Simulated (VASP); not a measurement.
# Ca2CO3 in VASP: relaxation of the atoms with PBE

Aim: the relaxation of the atoms of Ca2CO3 with PBE.

All numbers are computed with VASP 6.6.1; they aren't measurements. Logs are shortened: lines on timing, memory, paths and dates and some standing lists are left out, and cuts for length are marked.

### 1 The cell of the first run

The cell holds a slab with vacuum, 6 atoms: a = 3.416 Å, b = 3.416 Å, c = 20.942 Å, α = 90.00°, β = 90.00°, γ = 120.00°.

### 2 Relaxation of the atoms, PBE

Input file INCAR:

```
ALGO = Normal ; DIPOL = 0.5 0.5 0.376
EDIFF = 1E-7 ; EDIFFG = -0.025
ENCUT = 520 ; GGA = PE
IBRION = 2 ; IDIPOL = 3
ISIF = 2 ; ISMEAR = 0
KPAR = 4 ; LASPH = True
LCHARG = False ; LDIPOL = True
LREAL = False ; LWAVE = False
NELM = 60 ; NSW = 36
PREC = Accurate ; SIGMA = 0.05
```

Input file KPOINTS:

```
k-points
0
Gamma
  9 9 1
```

Input file POSCAR:

```
Ca2CO3
1.0
    3.4159757625      0.0000000000      0.0000000000
   -1.7079878813      2.9583217891      0.0000000000
    0.0000000000      0.0000000000     20.9417418578
O Ca C
3 2 1
Selective dynamics
Direct
    0.3333333333      0.6666666667      0.1910060790  F F F
    0.0000000000      0.0000000000      0.3481585139  F F F
    0.3333333333      1.0000000000      0.5584931388  F F T
    0.6666666667      0.3333333333      0.2575987376  F F F
    0.3333333333      0.6666666667      0.3959432751  F F F
    0.3333333333      1.0000000000      0.5035788911  F F T
```

Potentials or basis: VASP PAW PBE potentials, release 64 (O, Ca_sv, C).

Launch:

```console
cat potpaw_PBE.64/O/POTCAR potpaw_PBE.64/Ca_sv/POTCAR potpaw_PBE.64/C/POTCAR > POTCAR
mpirun -np 4 vasp_std > vasp.out
```

OUTCAR:

```text
EDIFF = 1E-7
   EDIFFG = -0.025
   ENCUT = 520
   GGA = PE
   IBRION = 2
   ISIF = 2
   ISMEAR = 0
   LASPH = True
   LREAL = False
   NELM = 60
   NSW = 36
   PREC = Accurate

 ion  position               nearest neighbor table
   1  0.333  0.667  0.191-   4 2.42   4 2.42   4 2.42
   2  0.000  0.000  0.348-   5 2.21   5 2.21   5 2.21
   3  0.333  0.000  0.558-   6 1.15
   4  0.667  0.333  0.258-   1 2.42   1 2.42   1 2.42
   5  0.333  0.667  0.396-   2 2.21   2 2.21   2 2.21   6 2.53
   6  0.333  0.000  0.504-   3 1.15   5 2.53

  LATTYP: Found a hexagonal cell.
 ALAT       =     3.4159757625
 C/A-ratio  =     6.1305299902

  Lattice vectors:

 A1 = (   3.4159757625,   0.0000000000,   0.0000000000)
 A2 = (  -1.7079878813,   2.9583217891,   0.0000000000)
 A3 = (   0.0000000000,   0.0000000000,  20.9417418578)

Analysis of symmetry for initial positions (statically):
=====================================================================
 Subroutine PRICEL returns:
 Original cell was already a primitive cell.

 Routine SETGRP: Setting up the symmetry group for a
 hexagonal supercell.

 Subroutine GETGRP returns: Found  1 space group operations
 (whereof  1 operations were pure point group operations)
 out of a pool of 24 trial point group operations.

The static configuration has the point symmetry C_1 .

Analysis of symmetry for dynamics (positions and initial velocities):
=====================================================================
 Subroutine PRICEL returns:
 Original cell was already a primitive cell.

 Routine SETGRP: Setting up the symmetry group for a
 hexagonal supercell.

 Subroutine GETGRP returns: Found  1 space group operations
 (whereof  1 operations were pure point group operations)
 out of a pool of 24 trial point group operations.

The dynamic configuration has the point symmetry C_1 .

Analysis of constrained symmetry for selective dynamics:
=====================================================================
 Subroutine PRICEL returns:
 Original cell was already a primitive cell.

 Routine SETGRP: Setting up the symmetry group for a
 hexagonal supercell.

 Subroutine GETGRP returns: Found  1 space group operations
 (whereof  1 operations were pure point group operations)
 out of a pool of 24 trial point group operations.

[... 133 lines left out ...]
   GGA     = PE    functional components
   LHFCALC =     F    Hartree Fock is set to
   AEXX    =    0.0000 exact exchange contribution
   IVDW    =     0    specifies the selected vdW correction
   LEPSILON=     F    determine dielectric tensor
   LRPA    =     F    only Hartree local field effects (RPA)
 conjugate gradient relaxation of ions
 non-spin polarized calculation
 Gauss-broadening in eV      SIGMA  =   0.05
  energy-cutoff  :      520.00
  volume of cell :      211.63
 maximum number of plane-waves:      5721
 NGX is ok and might be reduce to    28
   NGX = 13   NGY = 13   NGZ = 77

--------------------------------------- Ionic step        1  -------------------------------------------

 number of electron      41.9999998 magnetization

 Free energy of the ion-electron system (eV)
  ---------------------------------------------------
  ext. energy  EPLUGINS =         0.00000000
  ---------------------------------------------------
  free energy    TOTEN  =       -36.07014863 eV

  energy without entropy =      -36.05865426  energy(sigma->0) =      -36.06440145

------------------------ aborting loop because EDIFF is reached ----------------------------------------

  FORCE on cell =-STRESS in cart. coord.  units (eV):
  Direction    XX          YY          ZZ          XY          YZ          ZX
  --------------------------------------------------------------------------------------
  -------------------------------------------------------------------------------------
  Total        1.3586233      1.3692427     -2.5393845      0.0714958      0.6240450     -0.2416711
  in kB       10.2857659     10.3661625    -19.2249867      0.5412748      4.7244742     -1.8296263
  external PRESSURE =       0.4756472 kB  Pullay stress =       0.0000000 kB
[... 21 lines left out ...]
  FREE ENERGIE OF THE ION-ELECTRON SYSTEM (eV)
  ---------------------------------------------------
  free  energy   TOTEN  =       -36.0701486347 eV

  energy  without entropy=      -36.0586542628  energy(sigma->0) =      -36.06440145

 dipolmoment           0.000000      0.000000      0.017173 electrons x Angstroem

--------------------------------------- Ionic step        2  -------------------------------------------

 number of electron      41.9999998 magnetization

------------------------ aborting loop because EDIFF is reached ----------------------------------------
[... 235 lines left out ...]
--------------------------------------- Ionic step        8  -------------------------------------------

 number of electron      42.0000000 magnetization

 dipolmoment           0.000000      0.000000     -0.242841 electrons x Angstroem

 Free energy of the ion-electron system (eV)
  ---------------------------------------------------
  ext. energy  EPLUGINS =         0.00000000
  ---------------------------------------------------
  free energy    TOTEN  =       -36.08040927 eV

  energy without entropy =      -36.06882704  energy(sigma->0) =      -36.07461815

 E-fermi :  -2.9206     XC(G=0):  -4.6412

 val. band max:       -2.9296348153   @ k =   0.3333  -0.0000   0.0000
 cond. band min:      -2.9173602455   @ k =   0.1111   0.3333   0.0000
 fundamental gap:      0.0122745697
 Fermi energy:        -2.9206395915

 k-point     1 :       0.0000    0.0000    0.0000
  band No.  band energies     occupation
      1     -43.3882      2.00000
      2     -42.1529      2.00000
      3     -27.4988      2.00000
      4     -24.7897      2.00000
      5     -24.2708      2.00000
      6     -24.2645      2.00000
[... 661 lines left out ...]
     24      -0.0734      0.00000
     25       0.8446      0.00000

 [... further k-points ...]

------------------------ aborting loop because EDIFF is reached ----------------------------------------

 vacuum level on the upper side and lower side of the slab       (xc-potential included)        -2.132         2.073

  FORCE on cell =-STRESS in cart. coord.  units (eV):
  Direction    XX          YY          ZZ          XY          YZ          ZX
  --------------------------------------------------------------------------------------
  -------------------------------------------------------------------------------------
  Total        1.3684859      1.3528720     -4.3189134      0.0881689      0.5557742     -0.2055203
  in kB       10.3604328     10.2422244    -32.6973147      0.6675028      4.2076145     -1.5559381
  external PRESSURE =      -4.0315525 kB  Pullay stress =       0.0000000 kB
[... 21 lines left out ...]
  FREE ENERGIE OF THE ION-ELECTRON SYSTEM (eV)
  ---------------------------------------------------
  free  energy   TOTEN  =       -36.0804092657 eV

  energy  without entropy=      -36.0688270400  energy(sigma->0) =      -36.07461815

 reached required accuracy - stopping structural energy minimisation

 vacuum level on the upper side and lower side of the slab         2.156         6.469
```

OSZICAR:

```text
N       E                     dE             d eps       ncg     rms          rms(c)
DAV:   1     0.419482643871E+03    0.41948E+03   -0.21050E+04  2322   0.145E+03
DAV:   2     0.542177148929E+01   -0.41406E+03   -0.40891E+03  2560   0.398E+02
DAV:   3    -0.411457969682E+02   -0.46568E+02   -0.46420E+02  2959   0.123E+02
[... 141 lines left out ...]
DAV:  12    -0.360804076858E+02   -0.67723E-06   -0.13591E-08  1465   0.485E-04    0.111E-03
DAV:  13    -0.360804085474E+02   -0.86168E-06   -0.23679E-08  1625   0.436E-04    0.790E-04
DAV:  14    -0.360804090719E+02   -0.52442E-06   -0.16142E-08  1553   0.352E-04    0.570E-04
DAV:  15    -0.360804092307E+02   -0.15883E-06   -0.66461E-09  1310   0.248E-04    0.224E-04
DAV:  16    -0.360804092657E+02   -0.34988E-07   -0.15572E-09  1126   0.152E-04
   8 F= -.36080409E+02 E0= -.36074618E+02  d E =-.295763E-02
```

CONTCAR:

```text
Ca2CO3
   1.00000000000000
     3.4159757625000000    0.0000000000000000    0.0000000000000000
    -1.7079878813000000    2.9583217891000002    0.0000000000000000
     0.0000000000000000    0.0000000000000000   20.9417418578000003
  O               Ca              C
     3     2     1
Selective dynamics
Direct
     0.3333333332999970    0.6666666667000030    0.1910060789999974   F   F   F
     0.0000000000000000    0.0000000000000000    0.3481585139000032   F   F   F
     0.3333333332999970    0.0000000000000000    0.5602545585575756   F   F   T
     0.6666666667000030    0.3333333332999970    0.2575987375999986   F   F   F
     0.3333333332999970    0.6666666667000030    0.3959432751000023   F   F   F
     0.3333333332999970    0.0000000000000000    0.5047721011519003   F   F   T

  0.00000000E+00  0.00000000E+00  0.00000000E+00
  0.00000000E+00  0.00000000E+00  0.00000000E+00
  0.00000000E+00  0.00000000E+00  0.00000000E+00
  0.00000000E+00  0.00000000E+00  0.00000000E+00
  0.00000000E+00  0.00000000E+00  0.00000000E+00
  0.00000000E+00  0.00000000E+00  0.00000000E+00
```

Wall time 5.3 min (4 MPI ranks of Intel Xeon 6975P-C (Granite Rapids), shared host); peak memory 0.5 GiB.

What came out:

```
Free energy               : -36.0804 eV
Energy gained by relaxing : 1.7 meV/atom
Ionic steps               : 8
Band gap on the k mesh    : zero (bands 21 and 22 overlap by 0.18 eV)
```

The path:
```tsv
step	energy change (eV)	largest force on free atoms (eV/Å)	pressure (GPa)
1	0.0000	1.3367	0.05
2	0.4827	7.9727	-2.70
3	-0.0073	0.1199	-0.32
4	-0.0073	0.0847	-0.31
5	-0.0073	0.0968	-0.30
6	-0.0078	0.0886	-0.31
7	-0.0089	0.0631	-0.34
8	-0.0103	0.0231	-0.40
```

Final structure:
```xyz
6
Lattice="3.4160 0.0000 0.0000 -1.7080 2.9583 0.0000 0.0000 0.0000 20.9417" Properties=species:S:1:pos:R:3 pbc="T T T"
O     0.0000    1.9722    4.0000
O     0.0000    0.0000    7.2910
O     1.1387    0.0000   11.7327
Ca    1.7080    0.9861    5.3946
Ca    0.0000    1.9722    8.2917
C     1.1387    0.0000   10.5708
```
